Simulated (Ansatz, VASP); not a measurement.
**BaTiO3: VASP beside Ansatz**

```
CELL_PARAMETERS angstrom
3.99980 0.00000 0.00000
0.00000 3.99980 0.00000
0.00000 0.00000 4.13854
ATOMIC_POSITIONS crystal
Ba 0.00000 0.00000 0.00000
Ti 0.50000 0.50000 0.48200
O 0.50000 0.50000 0.01600
O 0.50000 0.00000 0.51500
O 0.00000 0.50000 0.51500
```

Change from the starting cell: zz strain of +3 %, PAW files.

Alike in both runs: task electric field gradients; functional PBEsol; k mesh 7 × 7 × 7; occupations fermi-dirac, width 0.08 eV; no spin polarisation.

```csv
,VASP,Ansatz
version,VASP 6.6.1,Ansatz 0.2.0
potentials or method,"VASP PAW PBE potentials, release 64 (Ba_sv, Ti_sv, O)","PAW with Ansatz's default frozen-core files, scalar-relativistic"
plane-wave cutoff (eV),520,420
valence electrons in the cell,40,40
```

|  | VASP | Ansatz | Ansatz less VASP |
| --- | --- | --- | --- |
| pressure (GPa) | -6.3 | -8.0 | -1.63 |
| traceless stress, the component that is largest in VASP (GPa) | -2.32 | -2.25 | +0.067 |
| rms of the force components (eV/Å) | 0.240 | 0.248 | +0.0084 |
| size of Vzz on the site where it differs most (V/Å²) | 20.8 | 22.2 | +1.42 |

VASP's potentials were made for PBE, not for PBEsol. Atom by atom the forces differ by 0.012 eV/Å (rms over components).

Spin-orbit coupling is off throughout.
